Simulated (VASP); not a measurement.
# W (R-3m) in VASP: single point with r2SCAN

Aim: the single point of W with r2SCAN.

All numbers are computed with VASP 6.6.1; they aren't measurements. Logs are shortened: lines on timing, memory, paths and dates and some standing lists are left out, and cuts for length are marked.

### Step 1. The cell of the first run

The structure is trigonal, space group R-3m (No. 166). The conventional cell has a = 2.990 Å, b = 2.990 Å, c = 6.329 Å, α = 90.00°, β = 90.00°, γ = 120.00°. Within 3.6 Å of W (site symmetry -3m) lie 12 W at 2.73 to 2.99 Å.

### Step 2. Single point, r2SCAN

Contents of POSCAR:

```
W
1.0
    1.4949248924      2.5892858671      0.0000009648
   -1.4949248924      2.5892858671      0.0000009648
   -1.4949248924      0.8630937167      4.2196577135
W
2
Direct
    0.2500000325      0.4999999350      0.7500000976
    0.7499999675      0.5000000650      0.2499999024
```

Contents of INCAR.step1:

```
SYSTEM = W
  PREC = Accurate
  ENCUT = 520
  ISMEAR = 0
  SIGMA = 0.2579
  LREAL = .FALSE.
  LASPH = .TRUE.
  NELM = 60
  NBANDS = 21
  GGA = PE
  ALGO = Normal
  EDIFF = 1E-4
  LWAVE = .TRUE.
  LCHARG = .FALSE.
```

Contents of INCAR.step2:

```
SYSTEM = W
  PREC = Accurate
  ENCUT = 520
  EDIFF = 1E-6
  ISMEAR = 0
  SIGMA = 0.2579
  LREAL = .FALSE.
  LASPH = .TRUE.
  NELM = 60
  ALGO = Normal
  ISIF = 2
  LWAVE = .FALSE.
  LCHARG = .FALSE.
  METAGGA = R2SCAN
  LMIXTAU = .TRUE.
  NBANDS = 21
  ISTART = 1
```

Contents of KPOINTS:

```
Automatic mesh
0
G
  9 9 9
  0 0 0
```

Potentials or basis: VASP PAW PBE potentials, release 64 (W_sv).

Run with:

```
$ cat potpaw_PBE.64/W_sv/POTCAR > POTCAR
$ cp INCAR.step1 INCAR
$ mpirun -np 1 vasp_std > vasp.out
$ cp INCAR.step2 INCAR
$ mpirun -np 1 vasp_std > vasp.out
```

OUTCAR:

```text
SYSTEM = W
   PREC = Accurate
   ENCUT = 520
   EDIFF = 1E-6
   ISMEAR = 0
   LREAL = .FALSE.
   LASPH = .TRUE.
   NELM = 60
   ISIF = 2
   METAGGA = R2SCAN
   ISTART = 1

 ion  position               nearest neighbor table
   1  0.250  0.500  0.750-   2 2.73   2 2.73   2 2.73   2 2.73   2 2.73   2 2.73
   2  0.750  0.500  0.250-   1 2.73   1 2.73   1 2.73   1 2.73   1 2.73   1 2.73

  LATTYP: Found a trigonal (rhomboedric) cell.
 ALAT       =     4.5590835062
 COS(alpha) =     0.7849627742

  Lattice vectors:

 A1 = (  -1.4949248924,   0.8630937167,   4.2196577135)
 A2 = (   0.0000000000,  -1.7261921504,   4.2196567487)
 A3 = (   1.4949248924,   0.8630937167,   4.2196577135)

Analysis of symmetry for initial positions (statically):
=====================================================================
 Subroutine PRICEL returns following result:

  LATTYP: Found a trigonal (rhomboedric) cell.
 ALAT       =     2.7260057890
 COS(alpha) =     0.3985284761

  Lattice vectors:

 A1 = (   1.4949246978,   0.8630964120,  -2.1098275507)
 A2 = (   0.0000001946,  -1.7261901287,  -2.1098301628)
 A3 = (  -1.4949246978,   0.8630957384,  -2.1098291980)

   2 primitive cells build up your supercell.

 Routine SETGRP: Setting up the symmetry group for a
 trigonal (rhombohedral) supercell.

 Subroutine GETGRP returns: Found 12 space group operations
 (whereof 12 operations were pure point group operations)
 out of a pool of 12 trial point group operations.

The static configuration has the point symmetry D_3d.

Analysis of symmetry for dynamics (positions and initial velocities):
=====================================================================
 Subroutine PRICEL returns following result:

  LATTYP: Found a trigonal (rhomboedric) cell.
 ALAT       =     2.7260057890
 COS(alpha) =     0.3985284761

  Lattice vectors:

 A1 = (   1.4949246978,   0.8630964120,  -2.1098275507)
 A2 = (   0.0000001946,  -1.7261901287,  -2.1098301628)
 A3 = (  -1.4949246978,   0.8630957384,  -2.1098291980)

   2 primitive cells build up your supercell.

 Routine SETGRP: Setting up the symmetry group for a
 trigonal (rhombohedral) supercell.

 Subroutine GETGRP returns: Found 12 space group operations
 (whereof 12 operations were pure point group operations)
 out of a pool of 12 trial point group operations.

The dynamic configuration has the point symmetry D_3d.

 Subroutine INISYM returns: Found 12 space group operations
 (whereof 12 operations are pure point group operations),
 and found     2 'primitive' translations

----------------------------------------------------------------------------------------

                                     Primitive cell

  volume of cell :      16.3334

  direct lattice vectors                    reciprocal lattice vectors
     1.494924698  0.863096412 -2.109827551     0.334465051  0.193103546 -0.157990617
     0.000000195 -1.726190129 -2.109830163     0.000000174 -0.386206714 -0.157990813
    -1.494924698  0.863095738 -2.109829198    -0.334464964  0.193103496 -0.157990638

  length of vectors
     2.726005789  2.726007277  2.726006851     0.417273154  0.417272960  0.417273069

  position of ions in fractional coordinates (direct lattice)
     0.500000000  0.500000065  0.499999935

  ion indices of the primitive-cell ions
   primitive index   ion index
                 1           1

----------------------------------------------------------------------------------------

 KPOINTS: Automatic mesh

Automatic generation of k-mesh.
 Grid dimensions read from file:
 generate k-points for:    9    9    9

 Generating k-lattice:

  Cartesian coordinates                     Fractional coordinates (reciprocal lattice)
     0.037162774  0.021455934  0.008777270     0.111111111  0.000000000  0.000000000
    -0.037162774  0.021455944 -0.017554515    -0.000000000  0.111111111  0.000000000
     0.000000000 -0.000000010  0.026331785    -0.000000000 -0.000000000  0.111111111

  Length of vectors
     0.043800335  0.046363674  0.026331785

  Shift w.r.t. Gamma in fractional coordinates (k-lattice)
     0.000000000  0.000000000  0.000000000

 Subroutine IBZKPT returns following result:
 ===========================================

 Found     85 irreducible k-points:

 Following reciprocal coordinates:
            Coordinates               Weight
  0.000000  0.000000  0.000000      1.000000
  0.111111  0.000000  0.000000      6.000000
  0.222222  0.000000 -0.000000      6.000000
  0.333333  0.000000 -0.000000      6.000000
  0.444444  0.000000 -0.000000      6.000000
  0.000000  0.111111  0.000000      6.000000
[... 16 lines left out ...]
 -0.111111  0.333333  0.000000     12.000000
  0.000000  0.444444  0.000000      6.000000
 [... further k-points ...]
   k-points           NKPTS =     85   k-points in BZ     NKDIM =     85   number of bands    NBANDS=     21
   number of dos      NEDOS =    301   number of ions     NIONS =      2
   total plane-waves  NPLWV =  20736
   dimension x,y,z NGX =    24 NGY =   24 NGZ =   36
   dimension x,y,z NGXF=    48 NGYF=   48 NGZF=   72
   ions per type =               2
   NGX,Y,Z   is equivalent  to a cutoff of  13.34, 13.34, 13.13 a.u.
   NGXF,Y,Z  is equivalent  to a cutoff of  26.69, 26.69, 26.25 a.u.
 SYSTEM =  W
   PREC   = accura    normal or accurate (medium, high low for compatibility)
   ISTART =      1    job   : 0-new  1-cont  2-samecut
   ICHARG =      0    charge: 1-file 2-atom 10-const
   ISPIN  =      1    spin polarized calculation?
   LNONCOLLINEAR =      F non collinear calculations
   LSORBIT =      F    spin-orbit coupling
   LASPH  =      T    aspherical Exc in radial PAW
   ENCUT  =  520.0 eV  38.22 Ry    6.18 a.u.   5.56  5.56  8.48*2*pi/ulx,y,z
   NELM   =     60;   NELMIN=  2; NELMDL=  0     # of ELM steps
   EDIFF  = 0.1E-05   stopping-criterion for ELM
   LREAL  =      F    real-space projection
   EDIFFG = 0.1E-04   stopping-criterion for IOM
   NSW    =      0    number of steps for IOM
   IBRION =     -1    ionic relax: 0-MD 1-quasi-New 2-CG
   NFREE  =      0    steps in history (QN), initial steepest desc. (CG)
   ISIF   =      2    stress and relaxation
   ISYM   =      2    0-nonsym 1-usesym 2-fastsym
   POTIM  = 0.5000    time-step for ionic-motion
   TEBEG  =    0.0;   TEEND  =   0.0 temperature during run
   PSTRESS=    0.0 pullay stress
   NELECT =      28.0000    total number of electrons
   NUPDOWN=      -1.0000    fix difference up-down
   EMIN   =  10.00;   EMAX   =-10.00  energy-range for DOS
   EFERMI =   0.00;   METHOD = LEGACY
   ISMEAR =     0;   SIGMA  =   0.26  broadening in eV -4-tet -1-fermi 0-gaus
   EFERMI_NEDOS =   21; number of points for ismear=-14 and -15
   IALGO  =     38    algorithm
   IMIX   =      4    mixing-type and parameters
     AMIX     =   0.40;   BMIX     =  1.00
     AMIX_MAG =   1.60;   BMIX_MAG =  1.00
  volume/ion in A,a.u.               =      16.33       110.22
  Fermi-wavevector in a.u.,A,eV,Ry     =   1.555101  2.938715 32.903509  2.418340
  Thomas-Fermi vector in A             =   2.659091
   LORBIT       =      0    0 simple, 1 ext, 2 COOP (PROOUT), +10 PAW based schemes
   METAGGA = R2SCAN    functional components
   LHFCALC =     F    Hartree Fock is set to
   AEXX    =    0.0000 exact exchange contribution
   IVDW    =     0    specifies the selected vdW correction
   LEPSILON=     F    determine dielectric tensor
   LRPA    =     F    only Hartree local field effects (RPA)
 non-spin polarized calculation
 Gauss-broadening in eV      SIGMA  =   0.26
  energy-cutoff  :      520.00
  volume of cell :       32.67
 maximum number of plane-waves:       901
 NGX is ok and might be reduce to    24
   NGX = 11   NGY = 11   NGZ = 17

 number of electron      28.0000002 magnetization

 Free energy of the ion-electron system (eV)
  ---------------------------------------------------
  ext. energy  EPLUGINS =         0.00000000
  ---------------------------------------------------
  free energy    TOTEN  =      -101.80283021 eV

  energy without entropy =     -101.76371783  energy(sigma->0) =     -101.78327402

 E-fermi :  10.6289     XC(G=0): -14.7315

 val. band max:       10.5922795551   @ k =   0.1111   0.0000   0.4444
 cond. band min:      10.6464172488   @ k =  -0.0000  -0.1111   0.1111
 fundamental gap:      0.0541376937
 Fermi energy:        10.6288972487

 k-point     1 :       0.0000    0.0000    0.0000
  band No.  band energies     occupation
      1     -65.2008      2.00000
      2     -64.9886      2.00000
      3     -29.5132      2.00000
      4     -28.5382      2.00000
      5     -28.5382      2.00000
      6     -28.2005      2.00000
[... 13 lines left out ...]
     20      16.4415      0.00000
     21      22.3849      0.00000

 k-point     2 :       0.1111    0.0000    0.0000
  band No.  band energies     occupation
      1     -65.1894      2.00000
      2     -64.9899      2.00000
      3     -29.4584      2.00000
      4     -28.5985      2.00000
      5     -28.5454      2.00000
      6     -28.2878      2.00000
[... 13 lines left out ...]
     20      17.5602      0.00000
     21      22.7254      0.00000

 k-point     3 :       0.2222    0.0000   -0.0000
  band No.  band energies     occupation
      1     -65.1582      2.00000
      2     -64.9956      2.00000
      3     -29.3027      2.00000
      4     -28.7467      2.00000
      5     -28.5600      2.00000
      6     -28.5065      2.00000
[... 13 lines left out ...]
     20      19.0287      0.00000
     21      22.7733      0.00000
[... 457 lines left out ...]
 k-point    23 :      -0.1111    0.3333    0.0000
  band No.  band energies     occupation
      1     -65.0942      2.00000
      2     -65.0158      2.00000
      3     -29.3025      2.00000
      4     -29.2393      2.00000
      5     -28.7854      2.00000
      6     -28.3824      2.00000
[... 13 lines left out ...]
     20      18.7146      0.00000
     21      21.4821      0.00000

 k-point    24 :       0.0000    0.4444    0.0000
  band No.  band energies     occupation
      1     -65.0899      2.00000
      2     -65.0155      2.00000
      3     -29.3639      2.00000
      4     -29.3622      2.00000
      5     -28.7701      2.00000
      6     -28.3354      2.00000
[... 13 lines left out ...]
     20      17.0766      0.00000
     21      21.3729      0.00000

 [... further k-points ...]

------------------------ aborting loop because EDIFF is reached ----------------------------------------

  FORCE on cell =-STRESS in cart. coord.  units (eV):
  Direction    XX          YY          ZZ          XY          YZ          ZX
  --------------------------------------------------------------------------------------
  -------------------------------------------------------------------------------------
  Total        0.2122998      0.2122998      0.2618026      0.0000000     -0.0000000      0.0000000
  in kB       10.4124639     10.4124639     12.8403818      0.0000000     -0.0000009      0.0000000
  external PRESSURE =      11.2217698 kB  Pullay stress =       0.0000000 kB

 VOLUME and BASIS-vectors are now :
 -----------------------------------------------------------------------------
  energy-cutoff  :      520.00
  volume of cell :       32.67
      direct lattice vectors                 reciprocal lattice vectors
     1.494924892  2.589285867  0.000000965     0.334464964  0.193103407  0.078995427
    -1.494924892  2.589285867  0.000000965    -0.334464964  0.193103496 -0.157990638
    -1.494924892  0.863093717  4.219657714     0.000000000 -0.000000088  0.236986065

 POSITION                                       TOTAL-FORCE (eV/Angst)
 -----------------------------------------------------------------------------------
     -1.49492      2.58928      3.16474        -0.000000      0.000000     -0.000000
      0.00000      3.45238      1.05492         0.000000      0.000000      0.000000
 -----------------------------------------------------------------------------------
    total drift:                                0.000000     -0.000000     -0.000000

  FREE ENERGIE OF THE ION-ELECTRON SYSTEM (eV)
  ---------------------------------------------------
  free  energy   TOTEN  =      -101.8028302052 eV

  energy  without entropy=     -101.7637178255  energy(sigma->0) =     -101.78327402
```

It took 3.6 min on 1 thread of Intel Xeon 8259CL, shared host; peak memory 0.19 GiB.

Results:

```
Free energy            : -101.8028 eV
Pressure               : 1.1 GPa
Band gap on the k mesh : zero (bands 14 and 15 overlap by 1.71 eV)
```

Stress tensor (GPa, compression positive):
```
1.04 0.00 0.00
0.00 1.04 0.00
0.00 0.00 1.28
```

Caveat: the PAW data sets were made with another functional, which shifts forces and pressure a little; spin-orbit coupling is left out, which moves the levels of the heavy elements.
